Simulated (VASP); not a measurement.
# HfN (F-43m) in VASP: notebook

Aim: see how the results for HfN move with the level of theory and the settings. Levels: LDA, PBEsol, BLYP+D3(BJ). Tasks: single point, relaxation of cell and atoms.

Program: VASP 6.6.1. These are calculated values, not measurements. Logs are shortened: lines on timing, memory, paths and dates and some standing lists are left out, and cuts for length are marked.

## Step 1: The cell of the first run

The structure is cubic, space group F-43m (No. 216). Conventional cell: a = 4.829 Å, b = 4.829 Å, c = 4.829 Å, α = 90.00°, β = 90.00°, γ = 90.00°. Hf (site symmetry -43m) has 4 N at 2.09 Å within 2.8 Å. N (site symmetry -43m) has 4 Hf at 2.09 Å within 2.8 Å.

## Step 2: Single point, LDA

Input file INCAR:

```
PREC = Accurate
ENCUT = 520
EDIFF = 1E-7
ISMEAR = 1
SIGMA = 0.1
LREAL = F
LASPH = T
NELM = 100
ALGO = Normal
ISIF = 2
LWAVE = F
LCHARG = T
LELF = T
LVHAR = T
NBANDS = 14
```

Input file KPOINTS:

```
regular mesh
0
Gamma
  11 11 11
```

Input file POSCAR:

```
HfN
1.0
    0.0000000000      2.4143077573      2.4143077573
    2.4143077573      0.0000000000      2.4143077573
    2.4143077573      2.4143077573      0.0000000000
Hf N
1 1
Direct
    0.0000000000      0.0000000000      0.0000000000
    0.7500000000      0.7500000000      0.7500000000
```

Potentials or basis: VASP PAW LDA potentials, release 64 (Hf_pv, N).

Run with:

```bash
$ cat potpaw_LDA.64/Hf_pv/POTCAR potpaw_LDA.64/N/POTCAR > POTCAR
$ mpirun -np 1 vasp_std > vasp.out
```

OUTCAR:

```text
PREC = Accurate
   ENCUT = 520
   EDIFF = 1E-7
   ISMEAR = 1
   LREAL = F
   LASPH = T
   NELM = 100
   ISIF = 2

 ion  position               nearest neighbor table
   1  0.000  0.000  0.000-   2 2.09   2 2.09   2 2.09   2 2.09
   2  0.750  0.750  0.750-   1 2.09   1 2.09   1 2.09   1 2.09

  LATTYP: Found a face centered cubic cell.
 ALAT       =     4.8286155146

  Lattice vectors:

 A1 = (   0.0000000000,   2.4143077573,   2.4143077573)
 A2 = (   2.4143077573,   0.0000000000,   2.4143077573)
 A3 = (   2.4143077573,   2.4143077573,   0.0000000000)

Analysis of symmetry for initial positions (statically):
=====================================================================
 Subroutine PRICEL returns:
 Original cell was already a primitive cell.

 Routine SETGRP: Setting up the symmetry group for a
 face centered cubic supercell.

 Subroutine GETGRP returns: Found 24 space group operations
 (whereof 24 operations were pure point group operations)
 out of a pool of 48 trial point group operations.

The static configuration has the point symmetry T_d .

Analysis of symmetry for dynamics (positions and initial velocities):
=====================================================================
 Subroutine PRICEL returns:
 Original cell was already a primitive cell.

 Routine SETGRP: Setting up the symmetry group for a
 face centered cubic supercell.

 Subroutine GETGRP returns: Found 24 space group operations
 (whereof 24 operations were pure point group operations)
 out of a pool of 48 trial point group operations.

The dynamic configuration has the point symmetry T_d .

 Subroutine INISYM returns: Found 24 space group operations
 (whereof 24 operations are pure point group operations),
 and found     1 'primitive' translations

----------------------------------------------------------------------------------------

                                     Primitive cell

  volume of cell :      28.1454

  direct lattice vectors                    reciprocal lattice vectors
     0.000000000  2.414307757  2.414307757    -0.207098701  0.207098701  0.207098701
     2.414307757  0.000000000  2.414307757     0.207098701 -0.207098701  0.207098701
     2.414307757  2.414307757  0.000000000     0.207098701  0.207098701 -0.207098701

  length of vectors
     3.414346774  3.414346774  3.414346774     0.358705472  0.358705472  0.358705472

  position of ions in fractional coordinates (direct lattice)
     0.000000000  0.000000000  0.000000000
     0.750000000  0.750000000  0.750000000

  ion indices of the primitive-cell ions
   primitive index   ion index
                 1           1
                 2           2

----------------------------------------------------------------------------------------

 KPOINTS: regular mesh

Automatic generation of k-mesh.
 Grid dimensions read from file:
 generate k-points for:   11   11   11

 Generating k-lattice:

  Cartesian coordinates                     Fractional coordinates (reciprocal lattice)
    -0.018827155  0.018827155  0.018827155     0.090909091  0.000000000  0.000000000
     0.018827155 -0.018827155  0.018827155     0.000000000  0.090909091  0.000000000
     0.018827155  0.018827155 -0.018827155     0.000000000  0.000000000  0.090909091

  Length of vectors
     0.032609588  0.032609588  0.032609588

  Shift w.r.t. Gamma in fractional coordinates (k-lattice)
     0.000000000  0.000000000  0.000000000

 Subroutine IBZKPT returns following result:
 ===========================================

 Found     56 irreducible k-points:

 Following reciprocal coordinates:
            Coordinates               Weight
  0.000000  0.000000  0.000000      1.000000
  0.090909  0.000000  0.000000      8.000000
  0.181818  0.000000  0.000000      8.000000
  0.272727  0.000000  0.000000      8.000000
  0.363636  0.000000  0.000000      8.000000
  0.454545  0.000000  0.000000      8.000000
[... 16 lines left out ...]
 -0.272727  0.181818  0.000000     24.000000
 -0.181818  0.181818  0.000000     12.000000
 [... further k-points ...]
   k-points           NKPTS =     56   k-points in BZ     NKDIM =     56   number of bands    NBANDS=     14
   number of dos      NEDOS =    301   number of ions     NIONS =      2
   total plane-waves  NPLWV =  21952
   dimension x,y,z NGX =    28 NGY =   28 NGZ =   28
   dimension x,y,z NGXF=    56 NGYF=   56 NGZF=   56
   ions per type =               1   1
   NGX,Y,Z   is equivalent  to a cutoff of  13.63, 13.63, 13.63 a.u.
   NGXF,Y,Z  is equivalent  to a cutoff of  27.27, 27.27, 27.27 a.u.
 SYSTEM =  unknown system
   PREC   = accura    normal or accurate (medium, high low for compatibility)
   ISTART =      0    job   : 0-new  1-cont  2-samecut
   ICHARG =      2    charge: 1-file 2-atom 10-const
   ISPIN  =      1    spin polarized calculation?
   LNONCOLLINEAR =      F non collinear calculations
   LSORBIT =      F    spin-orbit coupling
   LASPH  =      T    aspherical Exc in radial PAW
   ENCUT  =  520.0 eV  38.22 Ry    6.18 a.u.   6.35  6.35  6.35*2*pi/ulx,y,z
   NELM   =    100;   NELMIN=  2; NELMDL= -5     # of ELM steps
   EDIFF  = 0.1E-06   stopping-criterion for ELM
   LREAL  =      F    real-space projection
   EDIFFG = 0.1E-05   stopping-criterion for IOM
   NSW    =      0    number of steps for IOM
   IBRION =     -1    ionic relax: 0-MD 1-quasi-New 2-CG
   NFREE  =      0    steps in history (QN), initial steepest desc. (CG)
   ISIF   =      2    stress and relaxation
   ISYM   =      2    0-nonsym 1-usesym 2-fastsym
   POTIM  = 0.5000    time-step for ionic-motion
   TEBEG  =    0.0;   TEEND  =   0.0 temperature during run
   PSTRESS=    0.0 pullay stress
   NELECT =      15.0000    total number of electrons
   NUPDOWN=      -1.0000    fix difference up-down
   EMIN   =  10.00;   EMAX   =-10.00  energy-range for DOS
   EFERMI =   0.00;   METHOD = LEGACY
   ISMEAR =     1;   SIGMA  =   0.10  broadening in eV -4-tet -1-fermi 0-gaus
   EFERMI_NEDOS =   21; number of points for ismear=-14 and -15
   IALGO  =     38    algorithm
   IMIX   =      4    mixing-type and parameters
     AMIX     =   0.40;   BMIX     =  1.00
     AMIX_MAG =   1.60;   BMIX_MAG =  1.00
  volume/ion in A,a.u.               =      14.07        94.97
  Fermi-wavevector in a.u.,A,eV,Ry     =   1.327301  2.508234 23.969749  1.761727
  Thomas-Fermi vector in A             =   2.456623
   LORBIT       =      0    0 simple, 1 ext, 2 COOP (PROOUT), +10 PAW based schemes
   GGA     = CA    functional components
   LHFCALC =     F    Hartree Fock is set to
   AEXX    =    0.0000 exact exchange contribution
   IVDW    =     0    specifies the selected vdW correction
   LEPSILON=     F    determine dielectric tensor
   LRPA    =     F    only Hartree local field effects (RPA)
 non-spin polarized calculation
 Methfessel and Paxton  Order N= 1 SIGMA  =   0.10
  energy-cutoff  :      520.00
  volume of cell :       28.15
 maximum number of plane-waves:       770
 NGX is ok and might be reduce to    28
   NGX = 13   NGY = 13   NGZ = 13

 number of electron      15.0000001 magnetization

 Free energy of the ion-electron system (eV)
  ---------------------------------------------------
  ext. energy  EPLUGINS =         0.00000000
  ---------------------------------------------------
  free energy    TOTEN  =       -23.06440486 eV

  energy without entropy =      -23.06479161  energy(sigma->0) =      -23.06453377

 E-fermi :   5.8944     XC(G=0): -11.7433

 val. band max:        5.8447266810   @ k =   0.4545   0.2727   0.0909
 cond. band min:       5.9137279268   @ k =   0.0909   0.0000   0.0000
 fundamental gap:      0.0690012459
 Fermi energy:         5.8944102154

 k-point     1 :       0.0000    0.0000    0.0000
  band No.  band energies     occupation
      1     -24.7928      2.00000
      2     -24.7928      2.00000
      3     -24.7928      2.00000
      4     -10.2013      2.00000
      5       0.2807      2.00000
      6       0.2807      2.00000
      7       0.2807      2.00000
      8       5.4681      2.00000
      9       8.2071      0.00000
     10       8.2071      0.00000
     11      12.8355      0.00000
     12      12.8355      0.00000
     13      12.8355      0.00000
     14      17.5944      0.00000

 k-point     2 :       0.0909    0.0000    0.0000
  band No.  band energies     occupation
      1     -24.8425      2.00000
      2     -24.7991      2.00000
      3     -24.7991      2.00000
      4     -10.0885      2.00000
      5       0.1078      2.00000
      6       0.3461      2.00000
      7       0.3461      2.00000
      8       5.9137      0.67971
      9       8.0597      0.00000
     10       8.0597      0.00000
     11      12.6106      0.00000
     12      13.0577      0.00000
     13      13.0577      0.00000
     14      17.5906      0.00000

 k-point     3 :       0.1818    0.0000    0.0000
  band No.  band energies     occupation
      1     -24.9727      2.00000
      2     -24.8158      2.00000
      3     -24.8158      2.00000
      4      -9.7968      2.00000
      5      -0.1810      2.00000
      6       0.5117      2.00000
      7       0.5117      2.00000
      8       6.9213     -0.00000
      9       7.8243     -0.00000
     10       7.8243     -0.00000
     11      12.1537      0.00000
     12      13.3707      0.00000
     13      13.3707      0.00000
     14      16.2939      0.00000
[... 324 lines left out ...]
 k-point    23 :      -0.2727    0.1818    0.0000
  band No.  band energies     occupation
      1     -25.2260      2.00000
      2     -24.9725      2.00000
      3     -24.8579      2.00000
      4      -9.0287      2.00000
      5      -0.0732      2.00000
      6       0.7268      2.00000
      7       1.0056      2.00000
      8       7.2257     -0.00000
      9       7.5222     -0.00000
     10       8.6096      0.00000
     11      11.7818      0.00000
     12      12.7088      0.00000
     13      13.4097      0.00000
     14      15.2313      0.00000

 k-point    24 :      -0.1818    0.1818    0.0000
  band No.  band energies     occupation
      1     -25.1280      2.00000
      2     -24.9223      2.00000
      3     -24.8334      2.00000
      4      -9.3103      2.00000
      5      -0.3226      2.00000
      6       0.7665      2.00000
      7       0.7863      2.00000
      8       7.0810     -0.00000
      9       7.9212      0.00000
     10       8.3928      0.00000
     11      11.6263      0.00000
     12      12.9703      0.00000
     13      13.7656      0.00000
     14      15.4679      0.00000

 [... further k-points ...]
[... 5 lines left out ...]
  --------------------------------------------------------------------------------------
  -------------------------------------------------------------------------------------
  Total       -0.0250549     -0.0250549     -0.0250549      0.0000000     -0.0000000      0.0000000
  in kB       -1.4262509     -1.4262509     -1.4262509      0.0000000     -0.0000000      0.0000000
  external PRESSURE =      -1.4262509 kB  Pullay stress =       0.0000000 kB

 VOLUME and BASIS-vectors are now :
 -----------------------------------------------------------------------------
  energy-cutoff  :      520.00
  volume of cell :       28.15
      direct lattice vectors                 reciprocal lattice vectors
     0.000000000  2.414307757  2.414307757    -0.207098701  0.207098701  0.207098701
     2.414307757  0.000000000  2.414307757     0.207098701 -0.207098701  0.207098701
     2.414307757  2.414307757  0.000000000     0.207098701  0.207098701 -0.207098701

 POSITION                                       TOTAL-FORCE (eV/Angst)
 -----------------------------------------------------------------------------------
      0.00000      0.00000      0.00000        -0.000000     -0.000000      0.000000
      3.62146      3.62146      3.62146         0.000000      0.000000     -0.000000
 -----------------------------------------------------------------------------------
    total drift:                                0.000000      0.000000      0.000000

  FREE ENERGIE OF THE ION-ELECTRON SYSTEM (eV)
  ---------------------------------------------------
  free  energy   TOTEN  =       -23.0644048578 eV

  energy  without entropy=      -23.0647916060  energy(sigma->0) =      -23.06453377
```

It took 24 s on 1 thread of Intel Xeon Platinum 8259CL at 2.50GHz (Skylake/Cascade Lake), shared host; peak memory 0.15 GiB.

What came out:

```
Free energy : -23.0644 eV
Pressure    : -0.1 GPa
```

Levels at points of the mesh, in eV from the Fermi level:
| k point | band 3 | band 4 | band 5 | band 6 | band 7 | band 8 | band 9 | band 10 | band 11 | band 12 |
| --- | --- | --- | --- | --- | --- | --- | --- | --- | --- | --- |
| (0.00, 0.00, 0.00) | -30.69 | -16.10 | -5.61 | -5.61 | -5.61 | -0.43 | 2.31 | 2.31 | 6.94 | 6.94 |

Caveat: spin-orbit coupling is left out, which moves the levels of the heavy elements.

[end of part 1 of 2]
